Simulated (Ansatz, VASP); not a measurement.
# N in VASP and in Ansatz

```xyz
4
Lattice="5.6111 0.0000 0.0000 0.0000 5.6111 0.0000 0.0000 0.0000 5.6111" Properties=species:S:1:pos:R:3 pbc="T T T"
N     0.1683    0.1683    0.1683
N     2.6372    5.4428    2.9739
N     2.9739    2.6372    5.4428
N     5.4428    2.9739    2.6372
```

Change from the starting cell: volume scaled by 0.98.

Alike in both runs: task single point; functional PBEsol; k mesh 4 × 4 × 4; occupations fermi-dirac, width 0.02 eV; no spin polarisation.

|  | VASP | Ansatz |
| --- | --- | --- |
| version | VASP 6.6.1 | Ansatz 0.2.0 |
| potentials or method | VASP PAW PBE potentials, release 64 (N), cutoff 520 eV | all-electron LAPW, scalar-relativistic |

Ansatz gave:

* pressure (GPa): -4.3
* rms of the force components (eV/Å): 0.235

Problem. Estimate VASP's values.

Solution. Pressure (GPa): -4.4; rms of the force components (eV/Å): 0.234.

VASP's potentials were made for PBE, not for PBEsol. Atom by atom the forces differ by 0.001 eV/Å (rms over components). Ansatz ran all-electron here, and VASP with PAW potentials.
